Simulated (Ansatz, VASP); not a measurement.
Given: the input of a run of VASP 6.6.1 on Ga.

File INCAR:

```
  PREC = Accurate
  ENCUT = 520
  EDIFF = 1E-7
  ISMEAR = -1
  SIGMA = 0.05
  LREAL = F
  LASPH = T
  NELM = 100
  ALGO = Fast
  ISIF = 2
  LWAVE = F
  LCHARG = F
  GGA = PS
  NBANDS = 34
```

Contents of KPOINTS:

```
Automatic mesh
0
Gamma
  7 7 6
```

POSCAR

```
Ga
1.0
    2.2912599917     -3.8809070963      0.0000000000
    2.2912599917      3.8809070963      0.0000000000
    0.0000000000      0.0000000000      4.5835331429
Ga
4
Direct
    0.3451000000      0.6549000000      0.4190000000
    0.1549000000      0.8451000000      0.9190000000
    0.6549000000      0.3451000000      0.5810000000
    0.8451000000      0.1549000000      0.0810000000
```

Potentials or basis: VASP PAW PBE potentials, release 64 (Ga_d).

Command:

```console
$ cat potpaw_PBE.64/Ga_d/POTCAR > POTCAR
$ mpirun -np 1 vasp_std > vasp.out
```

Set up the same calculation for Ansatz 0.2.0. Potentials there: all-electron LAPW, scalar-relativistic.

As run (the cutoff follows the program's own potentials):

input.yaml

```yaml
crystal:
  lattice:
    - [2.2912599917, -3.8809070963, 0.0]
    - [2.2912599917, 3.8809070963, 0.0]
    - [0.0, 0.0, 4.5835331429]
  atoms:
    - { symbol: Ga, position: [0.3451, 0.6549, 0.419] }
    - { symbol: Ga, position: [0.1549, 0.8451, 0.919] }
    - { symbol: Ga, position: [0.6549, 0.3451, 0.581] }
    - { symbol: Ga, position: [0.8451, 0.1549, 0.081] }
kpoints:
  mp_grid: { grid: [7, 7, 6] }
scf:
  occupations: { method: fermi_dirac, width: 0.05 }
hamiltonian:
  xc: pbesol
  pseudopotentials: { kind: all_electron, lapw: { basis_error: 0.001 } }
output:
  forces: true
  stress: true
  eigenvalues: true
```

Potentials or basis: all-electron LAPW, scalar-relativistic.

Launch:

```bash
$ ansatz run input.yaml --threads 2 --pin off --max-ram 8192MiB --backend cpu --events-out ev --progress --plain --runs-dir out
```

Both were run:

|  | VASP | Ansatz | Ansatz less VASP |
| --- | --- | --- | --- |
| gap on the k mesh at the Fermi level (eV) | none | none | - |
| pressure (GPa) | -3.3 | -3.4 | -0.04 |
| traceless stress, the component that is largest in VASP (GPa) | -0.65 | -0.65 | -0.005 |
| rms of the force components (eV/Å) | 0.067 | 0.069 | +0.0014 |

VASP's potentials were made for PBE, not for PBEsol. Atom by atom the forces differ by 0.001 eV/Å (rms over components). A gap of «none» marks a metal or a gap that the smearing closes. Ansatz ran all-electron here, and VASP with PAW potentials.
